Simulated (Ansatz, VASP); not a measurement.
# One calculation of VN, two programs

INCAR

```
SYSTEM = VN
ALGO = Normal
EDIFF = 1E-6
ENCUT = 1330
GGA = RP
GGA_COMPAT = .FALSE.
ISIF = 2
ISMEAR = 0
ISPIN = 2
IVDW = 13
LASPH = .TRUE.
LCHARG = .FALSE.
LMAXMIX = 4
LORBIT = 11
LREAL = .FALSE.
LWAVE = .FALSE.
MAGMOM = 0.05 0
NBANDS = 20
NELM = 200
PREC = Accurate
SIGMA = 0.05
```

The input KPOINTS:

```
k-points
0
G
  10 10 10
  0 0 0
```

Contents of POSCAR:

```
VN
1.0
    0.0000000000      2.0008463966      2.0008463966
    2.0008463966      0.0000000000      2.0008463966
    2.0008463966      2.0008463966      0.0000000000
V N
1 1
Direct
    0.0000000000      0.0000000000      0.0000000000
    0.5000000000      0.5000000000      0.5000000000
```

Input for Ansatz:

```yaml
crystal:
  lattice:
    - [0.0, 2.0008463966, 2.0008463966]
    - [2.0008463966, 0.0, 2.0008463966]
    - [2.0008463966, 2.0008463966, 0.0]
  atoms:
    - { symbol: V, position: [0.0, 0.0, 0.0], spin: 0.05 }
    - { symbol: "N", position: [0.5, 0.5, 0.5] }
basis:
  ecutwfc: 420
  ecutrho_ratio: 4
kpoints:
  mp_grid: { grid: [10, 10, 10] }
hamiltonian:
  xc: rpbe
  dispersion: d4
scf:
  occupations: { method: gaussian, width: 0.05 }
output:
  forces: true
  stress: true
  eigenvalues: true
  populations: true
magnetization:
  spin_polarized: true
```

Alike in both runs: task single point; functional RPBE; dispersion D4; k mesh 10 × 10 × 10; occupations gaussian, width 0.05 eV; collinear spin.

|  | VASP | Ansatz |
| --- | --- | --- |
| version | VASP 6.6.1 | Ansatz 0.2.0 |
| potentials or method | VASP PAW PBE potentials, release 64 (V_sv, N_h), cutoff 1330 eV | scalar-relativistic, plane waves, PAW |
| valence electrons in the cell | 18 | 18 |

|  | VASP | Ansatz | Ansatz less VASP |
| --- | --- | --- | --- |
| gap on the k mesh at the Fermi level (eV) | none | none | - |
| pressure (GPa) | 15.8 | 14.6 | -1.14 |
| net moment per atom (μB) | 0.00 | 0.00 | -0.001 |

VASP's potentials were made for PBE, not for RPBE. A gap of «none» marks a metal or a gap that the smearing closes. Ansatz's warnings: seeded moment not kept.
